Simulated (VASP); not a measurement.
# V (Im-3m) in VASP: further runs, part 2 of 3

VASP 6.6.1.

### 3 Single point, RPBE, collinear spin, ferromagnetic start

This run uses another cell than the first one, of 13.89 Å³/atom.

File INCAR:

```
SYSTEM = V
PREC = Accurate ; ENCUT = 520
EDIFF = 1E-6 ; ISMEAR = -1
SIGMA = 0.05 ; LREAL = .FALSE.
LASPH = .TRUE. ; NELM = 150
ALGO = Fast ; ISIF = 2
LWAVE = .FALSE. ; LCHARG = .FALSE.
ISPIN = 2 ; MAGMOM = 2
LORBIT = 11 ; LMAXMIX = 4
GGA = RP ; NBANDS = 16
```

File KPOINTS:

```
regular mesh
0
G
  12 12 12
  0 0 0
```

File POSCAR:

```
V
1.0
   -1.5143500000      1.5143500000      1.5143500000
    1.5143500000     -1.5143500000      1.5143500000
    1.5143500000      1.5143500000     -1.5143500000
V
1
Direct
    0.0000000000      0.0000000000      0.0000000000
```

Potentials or basis: VASP PAW PBE potentials, release 64 (V_sv).

Command:

```console
> cat potpaw_PBE.64/V_sv/POTCAR > POTCAR
> mpirun -np 1 vasp_std > vasp.out
```

OUTCAR:

```text
SYSTEM = V
   PREC = Accurate
   ENCUT = 520
   EDIFF = 1E-6
   ISMEAR = -1
   LREAL = .FALSE.
   LASPH = .TRUE.
   NELM = 150
   ISIF = 2
   ISPIN = 2
   LORBIT = 11
   GGA = RP

 ion  position               nearest neighbor table
   1  0.000  0.000  0.000-

  LATTYP: Found a body centered cubic cell.
 ALAT       =     3.0287000000

  Lattice vectors:

 A1 = (  -1.5143500000,   1.5143500000,   1.5143500000)
 A2 = (   1.5143500000,  -1.5143500000,   1.5143500000)
 A3 = (   1.5143500000,   1.5143500000,  -1.5143500000)

Analysis of symmetry for initial positions (statically):
=====================================================================
 Subroutine PRICEL returns:
 Original cell was already a primitive cell.

 Routine SETGRP: Setting up the symmetry group for a
 body centered cubic supercell.

 Subroutine GETGRP returns: Found 48 space group operations
 (whereof 48 operations were pure point group operations)
 out of a pool of 48 trial point group operations.

The static configuration has the point symmetry O_h .

Analysis of symmetry for dynamics (positions and initial velocities):
=====================================================================
 Subroutine PRICEL returns:
 Original cell was already a primitive cell.

 Routine SETGRP: Setting up the symmetry group for a
 body centered cubic supercell.

 Subroutine GETGRP returns: Found 48 space group operations
 (whereof 48 operations were pure point group operations)
 out of a pool of 48 trial point group operations.

The dynamic configuration has the point symmetry O_h .

Analysis of structural, dynamic, and magnetic symmetry:
=====================================================================
 Subroutine PRICEL returns:
 Original cell was already a primitive cell.

 Routine SETGRP: Setting up the symmetry group for a
 body centered cubic supercell.

 Subroutine GETGRP returns: Found 48 space group operations
 (whereof 48 operations were pure point group operations)
 out of a pool of 48 trial point group operations.

[... 132 lines left out ...]
  volume of cell :       13.89
 maximum number of plane-waves:       384
   NGX =  9   NGY =  9   NGZ =  9

 number of electron      12.9999997 magnetization       0.0036543

 Free energy of the ion-electron system (eV)
  ---------------------------------------------------
  ext. energy  EPLUGINS =         0.00000000
  ---------------------------------------------------
  free energy    TOTEN  =        -8.51077579 eV

  energy without entropy =       -8.49298855  energy(sigma->0) =       -8.50188217

 E-fermi :   9.4347     XC(G=0): -12.6195

 val. band max:        9.4292182693   @ k =   0.2500   0.0000   0.0000
 cond. band min:       9.4376645794   @ k =  -0.4167   0.5000   0.1667
 fundamental gap:      0.0084463101
 Fermi energy:         9.4347149456

 spin component 1

 k-point     1 :       0.0000    0.0000    0.0000
  band No.  band energies     occupation
      1     -54.4575      1.00000
      2     -27.7364      1.00000
      3     -27.7364      1.00000
      4     -27.7364      1.00000
      5       2.9121      1.00000
      6       9.8506      0.00024
[... 435 lines left out ...]
      5       6.8058      1.00000
      6       8.2845      1.00000
[... 8 lines left out ...]
     15      38.1836      0.00000
     16      38.6312      0.00000

 [... further k-points ...]

 spin component 2

 k-point     1 :       0.0000    0.0000    0.0000
  band No.  band energies     occupation
      1     -54.4547      1.00000
      2     -27.7337      1.00000
      3     -27.7337      1.00000
      4     -27.7337      1.00000
      5       2.9144      1.00000
      6       9.8542      0.00023
[... 435 lines left out ...]
      5       6.8085      1.00000
      6       8.2879      1.00000
[... 8 lines left out ...]
     15      38.1862      0.00000
     16      38.6337      0.00000

 [... further k-points ...]

------------------------ aborting loop because EDIFF is reached ----------------------------------------

  FORCE on cell =-STRESS in cart. coord.  units (eV):
  Direction    XX          YY          ZZ          XY          YZ          ZX
  --------------------------------------------------------------------------------------
  -------------------------------------------------------------------------------------
  Total       -0.0851295     -0.0851295     -0.0851295      0.0000000      0.0000000     -0.0000000
  in kB       -9.8186523     -9.8186523     -9.8186523      0.0000000      0.0000000     -0.0000000
  external PRESSURE =      -9.8186523 kB  Pullay stress =       0.0000000 kB

 VOLUME and BASIS-vectors are now :
 -----------------------------------------------------------------------------
  energy-cutoff  :      520.00
  volume of cell :       13.89
      direct lattice vectors                 reciprocal lattice vectors
    -1.514350000  1.514350000  1.514350000     0.000000000  0.330174662  0.330174662
     1.514350000 -1.514350000  1.514350000     0.330174662  0.000000000  0.330174662
     1.514350000  1.514350000 -1.514350000     0.330174662  0.330174662  0.000000000

 POSITION                                       TOTAL-FORCE (eV/Angst)
 -----------------------------------------------------------------------------------
      0.00000      0.00000      0.00000         0.000000     -0.000000      0.000000
 -----------------------------------------------------------------------------------
    total drift:                                0.000000     -0.000000      0.000000

  FREE ENERGIE OF THE ION-ELECTRON SYSTEM (eV)
  ---------------------------------------------------
  free  energy   TOTEN  =        -8.5107757931 eV

  energy  without entropy=       -8.4929885476  energy(sigma->0) =       -8.50188217

 total charge

# of ion       s       p       d       tot
------------------------------------------
    1        2.331   6.213   3.047  11.590

 magnetization (x)

# of ion       s       p       d       tot
------------------------------------------
    1        0.000   0.000   0.003   0.003
```

stdout:

```text
POSCAR found type information on POSCAR V
 POSCAR found :  1 types and       1 ions
 scaLAPACK will be used
 -----------------------------------------------------------------------------
|                                                                             |
|                                                                             |
|     You enforced a specific xc type in the INCAR file but a different       |
|     I HOPE YOU KNOW WHAT YOU ARE DOING!                                     |
|                                                                             |
 -----------------------------------------------------------------------------

 LDA part: xc-table for (Slater+PW92), standard interpolation
 POSCAR, INCAR and KPOINTS ok, starting setup
 FFT: planning ... GRIDC
 FFT: planning ... GRID_SOFT
 FFT: planning ... GRID
 WAVECAR not read
 entering main loop
WARNING in EDDRMM: call to ZHEGV failed, returncode =   6  3     15
```

Wall time 78 s (1 thread of AMD EPYC 7R13, shared host); peak memory 0.11 GiB.

Results:

| Item | Value |
| --- | --- |
| Free energy | -8.5108 eV |
| Pressure | -1.0 GPa |
| Net moment | 0.00 μB per cell |
| Valence electrons inside the program's atomic spheres | V 11.59 |

Levels at points of the mesh, in eV from the Fermi level:
Spin up:
```tsv
k point	band 3	band 4	band 5	band 6	band 7	band 8	band 9	band 10
(0.00, 0.00, 0.00)	-37.17	-37.17	-6.52	0.42	0.42	0.42	2.35	2.35
(0.50, 0.00, 0.00)	-37.43	-37.18	-3.06	-1.06	1.51	2.35	2.69	3.95
(0.50, 0.50, 0.50)	-37.73	-37.73	-2.85	-2.85	3.58	3.58	3.58	9.93
```
Spin down:
```tsv
k point	band 4	band 5	band 6	band 7	band 8	band 9
(0.00, 0.00, 0.00)	-37.17	-6.52	0.42	0.42	0.42	2.36
(0.50, 0.00, 0.00)	-37.17	-3.06	-1.06	1.52	2.35	2.70
(0.50, 0.50, 0.50)	-37.72	-2.84	-2.84	3.58	3.58	3.58
```

Caveat: the PAW data sets were made with another functional, which shifts forces and pressure a little.

(Continued in part 3 of 3.)
